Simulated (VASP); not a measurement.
Input of a VASP 6.6.1 run:

Contents of INCAR:

```
  ALGO = Normal
  EDIFF = 1E-6
  ENCUT = 520
  GGA = PE
  ISIF = 2
  ISMEAR = 0
  LASPH = True
  LCHARG = False
  LREAL = False
  LWAVE = False
  NBANDS = 16
  NELM = 100
  PREC = Accurate
  SIGMA = 0.1
```

The input KPOINTS:

```
k-points
0
Gamma
  14 14 14
```

File POSCAR:

```
AlRu
1.0
    3.1010569263      0.0000000000      0.0000000000
    0.0000000000      3.1010569263      0.0000000000
    0.0000000000      0.0000000000      3.1010569263
Al Ru
1 1
Direct
    0.0000000000      0.0000000000      0.0000000000
    0.5000000000      0.5000000000      0.5000000000
```

Potentials or basis: VASP PAW PBE potentials, release 64 (Al, Ru_pv).

Launch:

```bash
$ cat potpaw_PBE.64/Al/POTCAR potpaw_PBE.64/Ru_pv/POTCAR > POTCAR
$ mpirun -np 1 vasp_std > vasp.out
```

Task: What does it give for the pressure?

Result: -15.7 GPa.
